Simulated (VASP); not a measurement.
# Sb (Pm-3m) in VASP: notebook

Runs on Sb. Level: PBEsol. Tasks: single point.

Program: VASP 6.6.1. These are calculated values, not measurements. Logs are shortened: lines on timing, memory, paths and dates and some standing lists are left out, and cuts for length are marked.

## (1) The cell of the first run

The structure is cubic, space group Pm-3m (No. 221). The conventional cell has a = 3.083 Å, b = 3.083 Å, c = 3.083 Å, α = 90.00°, β = 90.00°, γ = 90.00°. Sb (site symmetry m-3m) has 6 Sb at 3.08 Å within 4.1 Å.

## (2) Single point, PBEsol

Input file INCAR:

```
SYSTEM = Sb
  ALGO = Normal
  EDIFF = 1E-7
  ENCUT = 520
  GGA = PS
  ISIF = 2
  ISMEAR = -1
  LASPH = .TRUE.
  LCHARG = .FALSE.
  LREAL = .FALSE.
  LWAVE = .FALSE.
  NBANDS = 8
  NELM = 80
  PREC = Accurate
  SIGMA = 0.01
```

Input file KPOINTS:

```
k-points
0
G
  12 12 12
  0 0 0
```

Input file POSCAR:

```
Sb
1.0
    3.0833436100      0.0000000000      0.0000000000
    0.0000000000      3.0833436100      0.0000000000
    0.0000000000      0.0000000000      3.0833436100
Sb
1
Direct
    0.0000000000      0.0000000000      0.0000000000
```

Potentials or basis: VASP PAW PBE potentials, release 64 (Sb).

Command:

```console
> cat potpaw_PBE.64/Sb/POTCAR > POTCAR
> mpirun -np 1 vasp_std > vasp.out
```

OUTCAR:

```text
SYSTEM = Sb
   EDIFF = 1E-7
   ENCUT = 520
   GGA = PS
   ISIF = 2
   ISMEAR = -1
   LASPH = .TRUE.
   LREAL = .FALSE.
   NELM = 80
   PREC = Accurate

 ion  position               nearest neighbor table
   1  0.000  0.000  0.000-

  LATTYP: Found a simple cubic cell.
 ALAT       =     3.0833436100

  Lattice vectors:

 A1 = (   3.0833436100,   0.0000000000,   0.0000000000)
 A2 = (   0.0000000000,   3.0833436100,   0.0000000000)
 A3 = (   0.0000000000,   0.0000000000,   3.0833436100)

Analysis of symmetry for initial positions (statically):
=====================================================================
 Subroutine PRICEL returns:
 Original cell was already a primitive cell.

 Routine SETGRP: Setting up the symmetry group for a
 simple cubic supercell.

 Subroutine GETGRP returns: Found 48 space group operations
 (whereof 48 operations were pure point group operations)
 out of a pool of 48 trial point group operations.

The static configuration has the point symmetry O_h .

Analysis of symmetry for dynamics (positions and initial velocities):
=====================================================================
 Subroutine PRICEL returns:
 Original cell was already a primitive cell.

 Routine SETGRP: Setting up the symmetry group for a
 simple cubic supercell.

 Subroutine GETGRP returns: Found 48 space group operations
 (whereof 48 operations were pure point group operations)
 out of a pool of 48 trial point group operations.

The dynamic configuration has the point symmetry O_h .

 Subroutine INISYM returns: Found 48 space group operations
 (whereof 48 operations are pure point group operations),
 and found     1 'primitive' translations

----------------------------------------------------------------------------------------

                                     Primitive cell

  volume of cell :      29.3134

  direct lattice vectors                    reciprocal lattice vectors
     3.083343610  0.000000000  0.000000000     0.324323243  0.000000000  0.000000000
     0.000000000  3.083343610  0.000000000     0.000000000  0.324323243  0.000000000
     0.000000000  0.000000000  3.083343610     0.000000000  0.000000000  0.324323243

  length of vectors
     3.083343610  3.083343610  3.083343610     0.324323243  0.324323243  0.324323243

  position of ions in fractional coordinates (direct lattice)
     0.000000000  0.000000000  0.000000000

  ion indices of the primitive-cell ions
   primitive index   ion index
                 1           1

----------------------------------------------------------------------------------------

 KPOINTS: k-points

Automatic generation of k-mesh.
 Grid dimensions read from file:
 generate k-points for:   12   12   12

 Generating k-lattice:

  Cartesian coordinates                     Fractional coordinates (reciprocal lattice)
     0.027026937  0.000000000  0.000000000     0.083333333  0.000000000  0.000000000
     0.000000000  0.027026937  0.000000000     0.000000000  0.083333333  0.000000000
     0.000000000  0.000000000  0.027026937     0.000000000  0.000000000  0.083333333

  Length of vectors
     0.027026937  0.027026937  0.027026937

  Shift w.r.t. Gamma in fractional coordinates (k-lattice)
     0.000000000  0.000000000  0.000000000

 Subroutine IBZKPT returns following result:
 ===========================================

 Found     84 irreducible k-points:

 Following reciprocal coordinates:
            Coordinates               Weight
  0.000000  0.000000  0.000000      1.000000
  0.083333  0.000000  0.000000      6.000000
  0.166667  0.000000  0.000000      6.000000
  0.250000  0.000000  0.000000      6.000000
  0.333333  0.000000  0.000000      6.000000
  0.416667  0.000000  0.000000      6.000000
[... 16 lines left out ...]
  0.333333  0.333333  0.000000     12.000000
  0.416667  0.333333  0.000000     24.000000
 [... further k-points ...]
   k-points           NKPTS =     84   k-points in BZ     NKDIM =     84   number of bands    NBANDS=      8
   number of dos      NEDOS =    301   number of ions     NIONS =      1
   total plane-waves  NPLWV =  13824
   dimension x,y,z NGX =    24 NGY =   24 NGZ =   24
   dimension x,y,z NGXF=    48 NGYF=   48 NGZF=   48
   ions per type =               1
   NGX,Y,Z   is equivalent  to a cutoff of  12.94, 12.94, 12.94 a.u.
   NGXF,Y,Z  is equivalent  to a cutoff of  25.88, 25.88, 25.88 a.u.
 SYSTEM =  Sb
   PREC   = accura    normal or accurate (medium, high low for compatibility)
   ISTART =      0    job   : 0-new  1-cont  2-samecut
   ICHARG =      2    charge: 1-file 2-atom 10-const
   ISPIN  =      1    spin polarized calculation?
   LNONCOLLINEAR =      F non collinear calculations
   LSORBIT =      F    spin-orbit coupling
   LASPH  =      T    aspherical Exc in radial PAW
   ENCUT  =  520.0 eV  38.22 Ry    6.18 a.u.   5.73  5.73  5.73*2*pi/ulx,y,z
   NELM   =     80;   NELMIN=  2; NELMDL= -5     # of ELM steps
   EDIFF  = 0.1E-06   stopping-criterion for ELM
   LREAL  =      F    real-space projection
   EDIFFG = 0.1E-05   stopping-criterion for IOM
   NSW    =      0    number of steps for IOM
   IBRION =     -1    ionic relax: 0-MD 1-quasi-New 2-CG
   NFREE  =      0    steps in history (QN), initial steepest desc. (CG)
   ISIF   =      2    stress and relaxation
   ISYM   =      2    0-nonsym 1-usesym 2-fastsym
   POTIM  = 0.5000    time-step for ionic-motion
   TEBEG  =    0.0;   TEEND  =   0.0 temperature during run
   PSTRESS=    0.0 pullay stress
   NELECT =       5.0000    total number of electrons
   NUPDOWN=      -1.0000    fix difference up-down
   EMIN   =  10.00;   EMAX   =-10.00  energy-range for DOS
   EFERMI =   0.00;   METHOD = LEGACY
   ISMEAR =    -1;   SIGMA  =   0.01  broadening in eV -4-tet -1-fermi 0-gaus
   EFERMI_NEDOS =   21; number of points for ismear=-14 and -15
   IALGO  =     38    algorithm
   IMIX   =      4    mixing-type and parameters
     AMIX     =   0.40;   BMIX     =  1.00
     AMIX_MAG =   1.60;   BMIX_MAG =  1.00
  volume/ion in A,a.u.               =      29.31       197.82
  Fermi-wavevector in a.u.,A,eV,Ry     =   0.907910  1.715702 11.215296  0.824301
  Thomas-Fermi vector in A             =   2.031774
   LORBIT       =      0    0 simple, 1 ext, 2 COOP (PROOUT), +10 PAW based schemes
   GGA     = PS    functional components
   LHFCALC =     F    Hartree Fock is set to
   AEXX    =    0.0000 exact exchange contribution
   IVDW    =     0    specifies the selected vdW correction
   LEPSILON=     F    determine dielectric tensor
   LRPA    =     F    only Hartree local field effects (RPA)
 non-spin polarized calculation
  energy-cutoff  :      520.00
  volume of cell :       29.31
 maximum number of plane-waves:       840
 NGX is ok and might be reduce to    24
   NGX = 11   NGY = 11   NGZ = 11

 number of electron       4.9999999 magnetization

 Free energy of the ion-electron system (eV)
  ---------------------------------------------------
  ext. energy  EPLUGINS =         0.00000000
  ---------------------------------------------------
  free energy    TOTEN  =        -4.51693822 eV

  energy without entropy =       -4.51643824  energy(sigma->0) =       -4.51668823

 E-fermi :   7.2824     XC(G=0):  -9.8277

 val. band max:        7.2740119352   @ k =   0.4167   0.2500   0.0833
 cond. band min:       7.2963187658   @ k =   0.1667   0.0833   0.0000
 fundamental gap:      0.0223068306
 Fermi energy:         7.2824391161

 k-point     1 :       0.0000    0.0000    0.0000
  band No.  band energies     occupation
      1      -5.3284      2.00000
      2      10.5132      0.00000
      3      10.5132      0.00000
      4      10.5132      0.00000
      5      14.1756      0.00000
      6      14.1756      0.00000
      7      15.4507      0.00000
      8      25.0408      0.00000

 k-point     2 :       0.0833    0.0000    0.0000
  band No.  band energies     occupation
      1      -5.2258      2.00000
      2       9.2748      0.00000
      3      10.6149      0.00000
      4      10.6149      0.00000
      5      14.2565      0.00000
      6      14.8409      0.00000
      7      16.2445      0.00000
      8      24.1385      0.00000

 k-point     3 :       0.1667    0.0000    0.0000
  band No.  band energies     occupation
      1      -4.9217      2.00000
      2       7.1992      1.99951
      3      10.9098      0.00000
      4      10.9098      0.00000
      5      14.4977      0.00000
      6      15.2835      0.00000
      7      18.5146      0.00000
      8      22.6992      0.00000

 k-point     4 :       0.2500    0.0000    0.0000
  band No.  band energies     occupation
      1      -4.4314      2.00000
      2       5.1694      2.00000
      3      11.3631      0.00000
      4      11.3631      0.00000
      5      14.8925      0.00000
      6      15.7545      0.00000
      7      20.9130      0.00000
      8      21.2661      0.00000

 k-point     5 :       0.3333    0.0000    0.0000
  band No.  band energies     occupation
      1      -3.7989      2.00000
      2       3.3892      2.00000
      3      11.9004      0.00000
      4      11.9004      0.00000
      5      15.4192      0.00000
      6      16.3811      0.00000
      7      19.9989      0.00000
      8      19.9989      0.00000
[... 177 lines left out ...]
 k-point    22 :       0.5000    0.2500    0.0000
  band No.  band energies     occupation
      1      -1.9210      2.00000
      2       2.3218      2.00000
      3       7.4279      0.00000
      4      12.3261      0.00000
      5      13.4562      0.00000
      6      18.0742      0.00000
      7      19.1066      0.00000
      8      19.3997      0.00000

 k-point    23 :       0.3333    0.3333    0.0000
  band No.  band energies     occupation
      1      -2.2516      2.00000
      2       4.5954      2.00000
      3       5.0429      2.00000
      4      12.3529      0.00000
      5      13.3107      0.00000
      6      17.3780      0.00000
      7      21.0248      0.00000
      8      21.2215      0.00000

 k-point    24 :       0.4167    0.3333    0.0000
  band No.  band energies     occupation
      1      -1.5886      2.00000
      2       3.4281      2.00000
      3       5.3764      2.00000
      4      11.2262      0.00000
      5      13.7972      0.00000
      6      18.1072      0.00000
      7      20.2277      0.00000
      8      20.4074      0.00000

 [... further k-points ...]
[... 5 lines left out ...]
  --------------------------------------------------------------------------------------
  -------------------------------------------------------------------------------------
  Total       -0.1903634     -0.1903634     -0.1903634     -0.0000000     -0.0000000      0.0000000
  in kB      -10.4046676    -10.4046676    -10.4046676     -0.0000000     -0.0000000      0.0000000
  external PRESSURE =     -10.4046676 kB  Pullay stress =       0.0000000 kB

 VOLUME and BASIS-vectors are now :
 -----------------------------------------------------------------------------
  energy-cutoff  :      520.00
  volume of cell :       29.31
      direct lattice vectors                 reciprocal lattice vectors
     3.083343610  0.000000000  0.000000000     0.324323243  0.000000000  0.000000000
     0.000000000  3.083343610  0.000000000     0.000000000  0.324323243  0.000000000
     0.000000000  0.000000000  3.083343610     0.000000000  0.000000000  0.324323243

 POSITION                                       TOTAL-FORCE (eV/Angst)
 -----------------------------------------------------------------------------------
      0.00000      0.00000      0.00000         0.000000      0.000000      0.000000
 -----------------------------------------------------------------------------------
    total drift:                               -0.000000      0.000000      0.000000

  FREE ENERGIE OF THE ION-ELECTRON SYSTEM (eV)
  ---------------------------------------------------
  free  energy   TOTEN  =        -4.5169382216 eV

  energy  without entropy=       -4.5164382391  energy(sigma->0) =       -4.51668823
```

Wall time 16 s (1 thread of Intel Xeon 8259CL, shared host); peak memory 0.15 GiB.

What came out:

| Property | Result |
| --- | --- |
| Free energy | -4.5169 eV |
| Pressure | -1.0 GPa |

Caveat: the PAW data sets were made with another functional, which shifts forces and pressure a little; spin-orbit coupling is left out, which moves the levels of the heavy elements.

## (3) Single point, PBEsol

Input file INCAR:

```
SYSTEM = Sb
PREC     = Accurate       ! precision mode
ENCUT    = 520            ! plane-wave cutoff, eV
EDIFF    = 1E-6           ! SCF threshold, eV
ISMEAR   = 1              ! smearing method
SIGMA    = 0.2            ! smearing width, eV
LREAL    = .False.        ! projectors in reciprocal space
LASPH    = .True.         ! aspherical terms in the spheres
NELM     = 80             ! most SCF steps
ALGO     = Normal         ! electronic algorithm
ISIF     = 2              ! what is computed and relaxed
LWAVE    = .False.        ! write WAVECAR
LCHARG   = .False.        ! write CHGCAR
GGA      = PS             ! functional
NBANDS   = 8              ! bands
```

Input file KPOINTS:

```
regular mesh
0
Gamma
  12 12 12
  0 0 0
```

POSCAR is that of step 2.

Potentials or basis: VASP PAW PBE potentials, release 64 (Sb).

Command:

```console
> cat potpaw_PBE.64/Sb/POTCAR > POTCAR
> mpirun -np 1 vasp_std > vasp.out
```

Run time: 15 s. Hardware: 1 thread of Intel Xeon 8259CL, shared host; peak memory 0.14 GiB.

The run converged. Its results:

| Property | Result |
| --- | --- |
| Free energy | -4.5174 eV |
| Pressure | -1.2 GPa |

Levels at points of the mesh, in eV from the Fermi level:
```
           k point  band 1  band 2  band 3  band 4  band 5  band 6  band 7
(0.00, 0.00, 0.00)  -12.63    3.21    3.21    3.21    6.87    6.87    8.15
(0.50, 0.00, 0.00)  -10.14   -5.81    5.28    5.28    9.02   10.47   11.40
(0.50, 0.50, 0.00)   -7.50   -3.71   -3.71    1.96    7.39   12.94   13.20
(0.50, 0.50, 0.50)   -4.54   -1.74   -1.74   -1.74    4.69    4.69    4.69
```

Caveat: the PAW data sets were made with another functional, which shifts forces and pressure a little; spin-orbit coupling is left out, which moves the levels of the heavy elements.
